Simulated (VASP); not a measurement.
Wanted: the native input for a VASP 6.6.1 run.

- Task: single point
- Functional: PBEsol
- Potentials or basis: VASP PAW PBE potentials, release 64 (Al)
- Cutoff: 520 eV
- k mesh: 9 × 9 × 3
- Occupations: fermi-dirac, width 0.05 eV
- Spin: no spin polarisation
- Dipole correction: no
- Further INCAR settings: ALGO = Normal; EDIFF = 1e-06; NBANDS = 14

The structure of Al lies in POSCAR:

```
Al
1.0
    2.8270770242      0.0000000000      0.0000000000
   -1.4135385121      2.4483205214      0.0000000000
    0.0000000000      0.0000000000      9.2778530007
Al
4
Direct
    0.6666666667      0.3333333333      0.7500000000
    0.0000000000      0.0000000000      0.5000000000
    0.3333333333      0.6666666667      0.2500000000
    0.0000000000      0.0000000000      0.0000000000
```

These files were run (other wordings do the same):

INCAR

```
SYSTEM = Al
PREC = Accurate
ENCUT = 520
EDIFF = 1E-6
ISMEAR = -1
SIGMA = 0.05
LREAL = .FALSE.
LASPH = .TRUE.
NELM = 80
ALGO = Normal
ISIF = 2
LWAVE = .FALSE.
LCHARG = .FALSE.
GGA = PS
NBANDS = 14
```

KPOINTS

```
regular mesh
0
G
  9 9 3
  0 0 0
```

Potentials or basis: VASP PAW PBE potentials, release 64 (Al).

Command:

```sh
$ cat potpaw_PBE.64/Al/POTCAR > POTCAR
$ mpirun -np 1 vasp_std > vasp.out
```

Results of the run:

The pressure is 0.8 GPa and the band gap on the k mesh is zero (band 6 reaches 12.15 eV, above the bottom of band 7 at 6.89 eV).

Caveat: the PAW data sets were made with another functional, which shifts forces and pressure a little.

Run time: 11 s on 1 thread of Intel(R) Xeon(R) Platinum 8375C CPU @ 2.90GHz (Ice Lake), on a shared host, peak memory 0.18 GiB.
